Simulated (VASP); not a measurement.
Wanted: the native input for a VASP 6.6.1 run.

```yaml
Task: single point
Functional: LDA
Potentials_or_basis: VASP PAW LDA potentials, release 64 (Al, Ga_d, N_h)
Cutoff: 910 eV
k_mesh: 6 × 6 × 6
Occupations: gaussian, width 0.01 eV
Spin: no spin polarisation
Dipole_correction: no
Further_INCAR_settings: ALGO = Normal; EDIFF = 1e-06; NBANDS = 41
```

The structure of AlGa3N4 lies in POSCAR:

```
AlGa3N4
1.0
    4.3972590926      0.0000000000      0.0000000000
    0.0000000000      4.3972590926      0.0000000000
    0.0000000000      0.0000000000      4.3972590926
Al Ga N
1 3 4
Direct
    0.0000000000      0.0000000000      0.0000000000
    0.5000000000      0.5000000000      0.0000000000
    0.5000000000      0.0000000000      0.5000000000
    0.0000000000      0.5000000000      0.5000000000
    0.7548594416      0.7548594416      0.2451405584
    0.7548594416      0.2451405584      0.7548594416
    0.2451405584      0.7548594416      0.7548594416
    0.2451405584      0.2451405584      0.2451405584
```

These files were run (other wordings do the same):

INCAR

```
PREC     = Accurate       # precision mode
ENCUT    = 910            # plane-wave cutoff, eV
EDIFF    = 1E-6           # SCF threshold, eV
ISMEAR   = 0              # smearing method
SIGMA    = 0.01           # smearing width, eV
LREAL    = False          # projectors in reciprocal space
LASPH    = True           # aspherical terms in the spheres
NELM     = 120            # most SCF steps
ALGO     = Normal         # electronic algorithm
ISIF     = 2              # what is computed and relaxed
LWAVE    = False          # write WAVECAR
LCHARG   = True           # write CHGCAR
GGA      = CA             # functional
LELF     = True           # ELF
LVHAR    = True         
NBANDS   = 41             # bands
GGA_COMPAT= False
```

KPOINTS

```
Automatic mesh
0
Gamma
  6 6 6
```

Potentials or basis: VASP PAW LDA potentials, release 64 (Al, Ga_d, N_h).

Run with:

```bash
$ cat potpaw_LDA.64/Al/POTCAR potpaw_LDA.64/Ga_d/POTCAR potpaw_LDA.64/N_h/POTCAR > POTCAR
$ mpirun -np 1 vasp_std > vasp.out
```

It gave:

```yaml
Pressure: 5.2 GPa
Largest_force: 0.027 eV/Å
Band_gap_on_the_k_mesh: 2.72 eV
```

Caveat: the cutoff is under 1.25 times the usual one of these potentials, so pressure, stress and relaxed cells hold a basis-set (Pulay) error; the cell stands under pressure.

Wall time 2.2 min on 1 thread of Intel(R) Xeon(R) Platinum 8488C (Sapphire Rapids) (shared host), peak memory 0.34 GiB.
